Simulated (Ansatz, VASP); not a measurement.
# Two plane-wave programs on Pd

INCAR

```
SYSTEM = Pd
PREC     = Accurate       ! precision mode
ENCUT    = 500            ! plane-wave cutoff, eV
EDIFF    = 1E-7           ! SCF threshold, eV
ISMEAR   = 0              ! smearing method
SIGMA    = 0.1            ! smearing width, eV
LREAL    = .FALSE.        ! projectors in reciprocal space
LASPH    = .TRUE.         ! aspherical terms in the spheres
NELM     = 120            ! most SCF steps
ALGO     = Normal         ! electronic algorithm
ISIF     = 3              ! what is computed and relaxed
LWAVE    = .FALSE.        ! write WAVECAR
LCHARG   = .FALSE.        ! write CHGCAR
GGA      = PS             ! functional
IBRION   = 2              ! ionic algorithm
NSW      = 80             ! ionic steps
EDIFFG   = -0.003         ! ionic threshold
GGA_COMPAT= .FALSE.      
NELMIN   = 4
```

KPOINTS

```
regular mesh
0
G
  56 56 56
  0 0 0
```

File POSCAR:

```
Pd
1.0
    0.0000000000      1.9450000000      1.9450000000
    1.9450000000      0.0000000000      1.9450000000
    1.9450000000      1.9450000000      0.0000000000
Pd
1
Direct
    0.0000000000      0.0000000000      0.0000000000
```

Input for Ansatz:

```yaml
crystal:
  lattice:
    - [0.0, 1.945, 1.945]
    - [1.945, 0.0, 1.945]
    - [1.945, 1.945, 0.0]
  atoms:
    - { symbol: Pd, position: [0.0, 0.0, 0.0] }
scf:
  occupations: { method: gaussian, width: 0.1 }
output:
  forces: true
  stress: true
  eigenvalues: true
  write_density: true
  write_potential: true
  elf: true
  volumetric_format: npy
kpoints:
  mp_grid: { grid: [56, 56, 56] }
hamiltonian:
  xc: pbesol
relax:
  f_tol: 0.003
  max_steps: 60
  cell: { stress_tol: 0.02 }
```

Alike in both runs: task relaxation of cell and atoms; functional PBEsol; k mesh 56 × 56 × 56; occupations gaussian, width 0.1 eV; no spin polarisation.

|  | VASP | Ansatz |
| --- | --- | --- |
| version | VASP 6.6.1 | Ansatz 0.2.0 |
| potentials or method | VASP PAW PBE potentials, release 64 (Pd) | scalar-relativistic, plane waves, PAW |
| plane-wave cutoff (eV) | 500 | 420 |
| valence electrons in the cell | 10 | 18 |

```tsv
	VASP	Ansatz	Ansatz less VASP
gap on the k mesh at the Fermi level, each at its own relaxed structure (eV)	none	none	-
relaxed volume (Å³/atom)	14.53	14.55	+0.021
relaxed length of the cell vector where the two differ most in proportion (Å)	2.739	2.740	+0.0013
```

VASP's potentials were made for PBE, not for PBEsol. A gap of «none» marks a metal or a gap that the smearing closes. VASP's potentials hold 10 valence electrons a cell and Ansatz's 18, so a difference there can come from the potentials and not from the codes.
